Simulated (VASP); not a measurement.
# SiO2 (P4_2/mnm) in VASP: notebook

Runs on SiO2. Level: PBE. Tasks: electric field gradients.

Program: VASP 6.6.1. These are calculated values, not measurements. Logs are shortened: lines on timing, memory, paths and dates and some standing lists are left out, and cuts for length are marked.

## (1) The cell of the first run

Symmetry: P4_2/mnm, No. 136, tetragonal system. Conventional cell: a = 4.306 Å, b = 4.306 Å, c = 2.668 Å, α = 90.00°, β = 90.00°, γ = 90.00°. Si (site symmetry mmm) has 6 O at 1.78 to 1.87 Å within 2.4 Å. Within 2.4 Å of O (site symmetry m2m) lie 3 Si at 1.78 to 1.87 Å and 1 O at 2.35 Å.

## (2) Electric field gradients, PBE (equal xx and yy strain of +3 %)

Contents of INCAR:

```
SYSTEM = SiO2
  ALGO = Normal
  EDIFF = 1E-8
  ENCUT = 520
  GGA = PE
  GGA_COMPAT = .FALSE.
  ISIF = 2
  ISMEAR = -1
  LASPH = .TRUE.
  LCHARG = .FALSE.
  LEFG = .TRUE.
  LREAL = .FALSE.
  LWAVE = .FALSE.
  NBANDS = 25
  NELM = 120
  PREC = Accurate
  SIGMA = 0.03
```

Contents of KPOINTS:

```
k-points
0
G
  6 6 9
  0 0 0
```

Contents of POSCAR:

```
SiO2
1.0
    4.3055030000      0.0000000000      0.0000000000
    0.0000000000      4.3055030000      0.0000000000
    0.0000000000      0.0000000000      2.6678000000
Si O
2 4
Direct
    0.0000000000      0.0000000000      0.0000000000
    0.5000000000      0.5000000000      0.5000000000
    0.3067000000      0.3067000000      0.0000000000
    0.1933000000      0.8067000000      0.5000000000
    0.6933000000      0.6933000000      0.0000000000
    0.8067000000      0.1933000000      0.5000000000
```

Potentials or basis: VASP PAW PBE potentials, release 64 (Si, O).

Launch:

```
cat potpaw_PBE.64/Si/POTCAR potpaw_PBE.64/O/POTCAR > POTCAR
mpirun -np 1 vasp_std > vasp.out
```

OUTCAR:

```text
SYSTEM = SiO2
   EDIFF = 1E-8
   ENCUT = 520
   GGA = PE
   ISIF = 2
   ISMEAR = -1
   LASPH = .TRUE.
   LREAL = .FALSE.
   NELM = 120
   PREC = Accurate

 ion  position               nearest neighbor table
   1  0.000  0.000  0.000-   4 1.78   6 1.78   4 1.78   6 1.78   5 1.87   3 1.87
   2  0.500  0.500  0.500-   3 1.78   5 1.78   3 1.78   5 1.78   4 1.87   6 1.87
   3  0.307  0.307  0.000-   2 1.78   2 1.78   1 1.87
   4  0.193  0.807  0.500-   1 1.78   1 1.78   2 1.87
   5  0.693  0.693  0.000-   2 1.78   2 1.78   1 1.87
   6  0.807  0.193  0.500-   1 1.78   1 1.78   2 1.87

  LATTYP: Found a simple tetragonal cell.
 ALAT       =     4.3055030000
 C/A-ratio  =     0.6196256279

  Lattice vectors:

 A1 = (   4.3055030000,   0.0000000000,   0.0000000000)
 A2 = (   0.0000000000,   4.3055030000,   0.0000000000)
 A3 = (   0.0000000000,   0.0000000000,   2.6678000000)

Analysis of symmetry for initial positions (statically):
=====================================================================
 Subroutine PRICEL returns:
 Original cell was already a primitive cell.

 Routine SETGRP: Setting up the symmetry group for a
 simple tetragonal supercell.

 Subroutine GETGRP returns: Found 16 space group operations
 (whereof  8 operations were pure point group operations)
 out of a pool of 16 trial point group operations.

The static configuration has the point symmetry D_2h.
 The point group associated with its full space group is D_4h.

Analysis of symmetry for dynamics (positions and initial velocities):
=====================================================================
 Subroutine PRICEL returns:
 Original cell was already a primitive cell.

 Routine SETGRP: Setting up the symmetry group for a
 simple tetragonal supercell.

 Subroutine GETGRP returns: Found 16 space group operations
 (whereof  8 operations were pure point group operations)
 out of a pool of 16 trial point group operations.

The dynamic configuration has the point symmetry D_2h.
 The point group associated with its full space group is D_4h.

 Subroutine INISYM returns: Found 16 space group operations
 (whereof  8 operations are pure point group operations),
 and found     1 'primitive' translations

----------------------------------------------------------------------------------------

                                     Primitive cell

  volume of cell :      49.4540

  direct lattice vectors                    reciprocal lattice vectors
     4.305503000  0.000000000  0.000000000     0.232260900  0.000000000  0.000000000
     0.000000000  4.305503000  0.000000000     0.000000000  0.232260900  0.000000000
     0.000000000  0.000000000  2.667800000     0.000000000  0.000000000  0.374840693

  length of vectors
     4.305503000  4.305503000  2.667800000     0.232260900  0.232260900  0.374840693

  position of ions in fractional coordinates (direct lattice)
     0.000000000  0.000000000  0.000000000
     0.500000000  0.500000000  0.500000000
     0.306700000  0.306700000  0.000000000
     0.193300000  0.806700000  0.500000000
     0.693300000  0.693300000  0.000000000
     0.806700000  0.193300000  0.500000000

  ion indices of the primitive-cell ions
   primitive index   ion index
                 1           1
                 2           2
                 3           3
                 4           4
                 5           5
                 6           6

----------------------------------------------------------------------------------------

 KPOINTS: k-points

Automatic generation of k-mesh.
 Grid dimensions read from file:
 generate k-points for:    6    6    9

 Generating k-lattice:

  Cartesian coordinates                     Fractional coordinates (reciprocal lattice)
     0.038710150  0.000000000  0.000000000     0.166666667  0.000000000  0.000000000
[... 54 lines left out ...]
   LNONCOLLINEAR =      F non collinear calculations
   LSORBIT =      F    spin-orbit coupling
   LASPH  =      T    aspherical Exc in radial PAW
   ENCUT  =  520.0 eV  38.22 Ry    6.18 a.u.   8.01  8.01  4.96*2*pi/ulx,y,z
   NELM   =    120;   NELMIN=  2; NELMDL= -5     # of ELM steps
   EDIFF  = 0.1E-07   stopping-criterion for ELM
   LREAL  =      F    real-space projection
   EDIFFG = 0.1E-06   stopping-criterion for IOM
   NSW    =      0    number of steps for IOM
   IBRION =     -1    ionic relax: 0-MD 1-quasi-New 2-CG
   NFREE  =      0    steps in history (QN), initial steepest desc. (CG)
   ISIF   =      2    stress and relaxation
   ISYM   =      2    0-nonsym 1-usesym 2-fastsym
   POTIM  = 0.5000    time-step for ionic-motion
   TEBEG  =    0.0;   TEEND  =   0.0 temperature during run
   PSTRESS=    0.0 pullay stress
   NELECT =      32.0000    total number of electrons
   NUPDOWN=      -1.0000    fix difference up-down
   EMIN   =  10.00;   EMAX   =-10.00  energy-range for DOS
   EFERMI =   0.00;   METHOD = LEGACY
   ISMEAR =    -1;   SIGMA  =   0.03  broadening in eV -4-tet -1-fermi 0-gaus
   EFERMI_NEDOS =   21; number of points for ismear=-14 and -15
   IALGO  =     38    algorithm
   IMIX   =      4    mixing-type and parameters
     AMIX     =   0.40;   BMIX     =  1.00
     AMIX_MAG =   1.60;   BMIX_MAG =  1.00
  volume/ion in A,a.u.               =       8.24        55.62
  Fermi-wavevector in a.u.,A,eV,Ry     =   1.415982  2.675818 27.279758  2.005006
  Thomas-Fermi vector in A             =   2.537364
   LORBIT       =      0    0 simple, 1 ext, 2 COOP (PROOUT), +10 PAW based schemes
   GGA     = PE    functional components
   LHFCALC =     F    Hartree Fock is set to
   AEXX    =    0.0000 exact exchange contribution
   IVDW    =     0    specifies the selected vdW correction
   LEPSILON=     F    determine dielectric tensor
   LRPA    =     F    only Hartree local field effects (RPA)
 non-spin polarized calculation
  energy-cutoff  :      520.00
  volume of cell :       49.45
 maximum number of plane-waves:      1372
   NGX = 17   NGY = 17   NGZ =  9

 number of electron      32.0000005 magnetization

 Free energy of the ion-electron system (eV)
  ---------------------------------------------------
  ext. energy  EPLUGINS =         0.00000000
  ---------------------------------------------------
  free energy    TOTEN  =       -46.27107236 eV

  energy without entropy =      -46.27107236  energy(sigma->0) =      -46.27107236

 E-fermi :   7.9424     XC(G=0): -11.9467

 val. band max:        7.3713180572   @ k =   0.0000   0.0000   0.0000
 cond. band min:      12.0613992137   @ k =   0.0000   0.0000   0.0000
 fundamental gap:      4.6900811565
 Fermi energy:         7.9423950591

 k-point     1 :       0.0000    0.0000    0.0000
  band No.  band energies     occupation
      1     -14.6051      2.00000
      2     -11.3177      2.00000
      3     -11.3177      2.00000
      4     -11.1922      2.00000
      5      -3.1077      2.00000
      6       1.1606      2.00000
[... 661 lines left out ...]
     24      20.1030      0.00000
     25      21.0005      0.00000

 [... further k-points ...]

------------------------ aborting loop because EDIFF is reached ----------------------------------------

  FORCE on cell =-STRESS in cart. coord.  units (eV):
  Direction    XX          YY          ZZ          XY          YZ          ZX
  --------------------------------------------------------------------------------------
  -------------------------------------------------------------------------------------
  Total       -2.7354177     -2.7354177      0.3003259      0.0000000      0.0000000      0.0000000
  in kB      -88.6202902    -88.6202902      9.7297638      0.0000000      0.0000000      0.0000000
  external PRESSURE =     -55.8369388 kB  Pullay stress =       0.0000000 kB

 VOLUME and BASIS-vectors are now :
 -----------------------------------------------------------------------------
  energy-cutoff  :      520.00
  volume of cell :       49.45
      direct lattice vectors                 reciprocal lattice vectors
     4.305503000  0.000000000  0.000000000     0.232260900  0.000000000  0.000000000
     0.000000000  4.305503000  0.000000000     0.000000000  0.232260900  0.000000000
     0.000000000  0.000000000  2.667800000     0.000000000  0.000000000  0.374840693

 POSITION                                       TOTAL-FORCE (eV/Angst)
 -----------------------------------------------------------------------------------
      0.00000      0.00000      0.00000        -0.000000      0.000000      0.000000
      2.15275      2.15275      1.33390        -0.000000      0.000000      0.000000
      1.32050      1.32050      0.00000         0.274095      0.274095      0.000000
      0.83225      3.47325      1.33390        -0.274095      0.274095      0.000000
      2.98501      2.98501      0.00000        -0.274095     -0.274095     -0.000000
      3.47325      0.83225      1.33390         0.274095     -0.274095     -0.000000
 -----------------------------------------------------------------------------------
    total drift:                                0.000000      0.000000     -0.000000

  FREE ENERGIE OF THE ION-ELECTRON SYSTEM (eV)
  ---------------------------------------------------
  free  energy   TOTEN  =       -46.2710723585 eV

  energy  without entropy=      -46.2710723584  energy(sigma->0) =      -46.27107236

 Electric field gradients (V/A^2)
---------------------------------------------------------------------
 ion       V_xx      V_yy      V_zz      V_xy      V_xz      V_yz
---------------------------------------------------------------------
   1      10.883    10.883   -21.767    21.488     0.000    -0.000
   2      10.883    10.883   -21.767   -21.488     0.000     0.000
   3     -22.554   -22.554    45.108    92.087    -0.000    -0.000
   4     -22.554   -22.554    45.108   -92.087     0.000     0.000
   5     -22.554   -22.554    45.108    92.087    -0.000    -0.000
   6     -22.554   -22.554    45.108   -92.087     0.000    -0.000
---------------------------------------------------------------------

 Electric field gradients after diagonalization (V/A^2)
 (convention: |V_zz| > |V_xx| > |V_yy|)
----------------------------------------------------------------------
 ion       V_xx      V_yy      V_zz     asymmetry (V_yy - V_xx)/ V_zz
----------------------------------------------------------------------
   1     -21.767   -10.604    32.371       0.345
   2     -21.767   -10.604    32.371       0.345
   3      69.533    45.108  -114.641       0.213
   4      69.533    45.108  -114.641       0.213
   5      69.533    45.108  -114.641       0.213
   6      69.533    45.108  -114.641       0.213
----------------------------------------------------------------------

           NMR quadrupolar parameters

 Cq : quadrupolar parameter    Cq=e*Q*V_zz/h
 eta: asymmetry parameters     (V_yy - V_xx)/ V_zz
 Q  : nuclear electric quadrupole moment in mb (millibarn)
----------------------------------------------------------------------
 ion       Cq(MHz)       eta       Q (mb)
----------------------------------------------------------------------
   1       0.078       0.345       1.000
   2       0.078       0.345       1.000
   3      -0.277       0.213       1.000
   4      -0.277       0.213       1.000
   5      -0.277       0.213       1.000
   6      -0.277       0.213       1.000
----------------------------------------------------------------------
```

It took 53 s on 1 thread of Intel Xeon 8259CL, shared host; peak memory 0.18 GiB.

What came out:

```
Free energy                             : -46.2711 eV
Pressure                                : -5.6 GPa
Largest force                           : 0.388 eV/Å
Band gap on the k mesh                  : 4.69 eV
Largest electric field gradient by atom : Si +32.4; O -114.6 V/Å²
```

Forces in eV/Å, atoms in the order of the input:
```
Si   0.000  0.000  0.000
Si   0.000  0.000  0.000
O    0.274  0.274  0.000
O   -0.274  0.274  0.000
O   -0.274 -0.274  0.000
O    0.274 -0.274  0.000
```

Levels at points of the mesh, in eV from the valence-band top:
| k point | band 12 | band 13 | band 14 | band 15 | band 16 | band 17 | band 18 | band 19 | band 20 | band 21 |
| --- | --- | --- | --- | --- | --- | --- | --- | --- | --- | --- |
| (0.00, 0.00, 0.00) | -2.82 | -2.35 | -0.86 | -0.86 | 0.00 | 4.69 | 6.90 | 8.40 | 8.40 | 10.96 |
| (0.50, 0.00, 0.00) | -3.61 | -2.45 | -2.45 | -1.04 | -1.04 | 7.14 | 7.14 | 9.04 | 9.04 | 10.41 |
| (0.50, 0.50, 0.00) | -2.91 | -2.43 | -2.43 | -2.16 | -2.16 | 6.94 | 6.94 | 9.84 | 9.84 | 12.10 |

Electric field gradients, principal values (V/Å²):
```
atom    least   middle  greatest (by size)
1 Si  -10.604  -21.767              32.371
2 Si  -10.604  -21.767              32.371
 3 O   45.108   69.533            -114.641
 4 O   45.108   69.533            -114.641
 5 O   45.108   69.533            -114.641
 6 O   45.108   69.533            -114.641
```

Caveat: the cell differs from its parent crystal (equal xx and yy strain of +3 %); the cell stands under tension; without QUAD_EFG the Cq values of the log hold for a quadrupole moment of 1 mb, not for the nuclei; an odd mesh through Γ misses points on the zone boundary, where band edges can lie.

## (3) Electric field gradients, PBE

This run uses another cell than the first one, of 7.77 Å³/atom.

Contents of INCAR:

```
ALGO = Normal
EDIFF = 1E-8
ENCUT = 520
GGA = PE
ISIF = 2
ISMEAR = -1
LASPH = T
LCHARG = F
LEFG = T
LREAL = F
LWAVE = F
NBANDS = 25
NELM = 80
PREC = Accurate
SIGMA = 0.03
```

Contents of KPOINTS:

```
k-points
0
Gamma
  6 6 9
```

Changes to POSCAR since step 2:

```diff
@@ -2,4 +2,4 @@
 1.0
-    4.3055030000      0.0000000000      0.0000000000
-    0.0000000000      4.3055030000      0.0000000000
+    4.1801000000      0.0000000000      0.0000000000
+    0.0000000000      4.1801000000      0.0000000000
     0.0000000000      0.0000000000      2.6678000000
```

Potentials or basis: VASP PAW PBE potentials, release 64 (Si, O).

Launch:

```
cat potpaw_PBE.64/Si/POTCAR potpaw_PBE.64/O/POTCAR > POTCAR
mpirun -np 1 vasp_std > vasp.out
```

OUTCAR:

```text
EDIFF = 1E-8
   ENCUT = 520
   GGA = PE
   ISIF = 2
   ISMEAR = -1
   LASPH = T
   LREAL = F
   NELM = 80
   PREC = Accurate

 ion  position               nearest neighbor table
   1  0.000  0.000  0.000-   4 1.76   6 1.76   4 1.76   6 1.76   5 1.81   3 1.81
   2  0.500  0.500  0.500-   3 1.76   5 1.76   3 1.76   5 1.76   4 1.81   6 1.81
   3  0.307  0.307  0.000-   2 1.76   2 1.76   1 1.81
   4  0.193  0.807  0.500-   1 1.76   1 1.76   2 1.81
   5  0.693  0.693  0.000-   2 1.76   2 1.76   1 1.81
   6  0.807  0.193  0.500-   1 1.76   1 1.76   2 1.81

  LATTYP: Found a simple tetragonal cell.
[... 915 lines left out ...]
   2       9.274     9.274   -18.548   -13.427     0.000     0.000
   3     -23.817   -23.817    47.634    85.868    -0.000    -0.000
   4     -23.817   -23.817    47.634   -85.868     0.000     0.000
   5     -23.817   -23.817    47.634    85.868    -0.000    -0.000
   6     -23.817   -23.817    47.634   -85.868     0.000     0.000
---------------------------------------------------------------------

 Electric field gradients after diagonalization (V/A^2)
 (convention: |V_zz| > |V_xx| > |V_yy|)
----------------------------------------------------------------------
 ion       V_xx      V_yy      V_zz     asymmetry (V_yy - V_xx)/ V_zz
----------------------------------------------------------------------
   1     -18.548    -4.153    22.701       0.634
   2     -18.548    -4.153    22.701       0.634
   3      62.051    47.634  -109.685       0.131
   4      62.051    47.634  -109.685       0.131
   5      62.051    47.634  -109.685       0.131
   6      62.051    47.634  -109.685       0.131
----------------------------------------------------------------------

           NMR quadrupolar parameters

 Cq : quadrupolar parameter    Cq=e*Q*V_zz/h
 eta: asymmetry parameters     (V_yy - V_xx)/ V_zz
 Q  : nuclear electric quadrupole moment in mb (millibarn)
----------------------------------------------------------------------
 ion       Cq(MHz)       eta       Q (mb)
----------------------------------------------------------------------
   1       0.055       0.634       1.000
   2       0.055       0.634       1.000
   3      -0.265       0.131       1.000
   4      -0.265       0.131       1.000
   5      -0.265       0.131       1.000
   6      -0.265       0.131       1.000
----------------------------------------------------------------------
```

OSZICAR:

```text
N       E                     dE             d eps       ncg     rms          rms(c)
DAV:   1     0.129290941255E+03    0.12929E+03   -0.17785E+04  2532   0.124E+03
DAV:   2    -0.445092482750E+02   -0.17380E+03   -0.16738E+03  3144   0.276E+02
DAV:   3    -0.508670562778E+02   -0.63578E+01   -0.63308E+01  3328   0.506E+01
DAV:   4    -0.509080130968E+02   -0.40957E-01   -0.40945E-01  2853   0.468E+00
DAV:   5    -0.509083401061E+02   -0.32701E-03   -0.32695E-03  3338   0.396E-01    0.176E+01
DAV:   6    -0.461986270017E+02    0.47097E+01   -0.13213E+01  3192   0.245E+01    0.810E+00
DAV:   7    -0.462378704116E+02   -0.39243E-01   -0.76483E-01  3146   0.511E+00    0.294E+00
DAV:   8    -0.462520739282E+02   -0.14204E-01   -0.25371E-02  3103   0.139E+00    0.109E+00
DAV:   9    -0.462586813475E+02   -0.66074E-02   -0.95162E-03  3244   0.828E-01    0.264E-01
DAV:  10    -0.462588896516E+02   -0.20830E-03   -0.45880E-04  3133   0.154E-01    0.428E-02
DAV:  11    -0.462588716352E+02    0.18016E-04   -0.78493E-05  3327   0.640E-02    0.858E-03
DAV:  12    -0.462588727102E+02   -0.10750E-05   -0.52063E-06  3036   0.163E-02    0.342E-03
DAV:  13    -0.462588728224E+02   -0.11214E-06   -0.62246E-07  3302   0.562E-03    0.384E-03
DAV:  14    -0.462588728101E+02    0.12300E-07   -0.14707E-08  2502   0.852E-04    0.966E-04
DAV:  15    -0.462588728118E+02   -0.17471E-08   -0.50247E-09  2213   0.563E-04
   1 F= -.46258873E+02 E0= -.46258873E+02  d E =-.142865E-10
```

It took 58 s on 1 thread of Intel Xeon 8259CL, shared host; peak memory 0.17 GiB.

What came out:

* Free energy: -46.2589 eV
* Pressure: 11.0 GPa
* Largest force: 0.244 eV/Å
* Band gap on the k mesh: 5.61 eV
* Largest electric field gradient by atom: Si +22.7; O -109.7 V/Å²

Forces in eV/Å, atoms in the order of the input:
```
Si   0.000  0.000  0.000
Si   0.000  0.000  0.000
O   -0.173 -0.173  0.000
O    0.173 -0.173  0.000
O    0.173  0.173  0.000
O   -0.173  0.173  0.000
```

Levels at points of the mesh, in eV from the valence-band top:
```csv
k point,band 13,band 14,band 15,band 16,band 17,band 18,band 19,band 20
"(0.00, 0.00, 0.00)",-2.55,-0.87,-0.87,0.00,5.61,6.69,8.52,8.52
"(0.50, 0.00, 0.00)",-2.70,-2.70,-1.07,-1.07,7.73,7.73,9.09,9.09
"(0.50, 0.50, 0.00)",-2.63,-2.63,-2.27,-2.27,7.40,7.40,10.06,10.06
```

Electric field gradients, principal values (V/Å²):
```csv
atom,least,middle,greatest (by size)
1 Si,-4.153,-18.548,22.701
2 Si,-4.153,-18.548,22.701
3 O,47.634,62.051,-109.685
4 O,47.634,62.051,-109.685
5 O,47.634,62.051,-109.685
6 O,47.634,62.051,-109.685
```

Caveat: the cell stands under pressure; without QUAD_EFG the Cq values of the log hold for a quadrupole moment of 1 mb, not for the nuclei; an odd mesh through Γ misses points on the zone boundary, where band edges can lie.

[end of part 1 of 2]
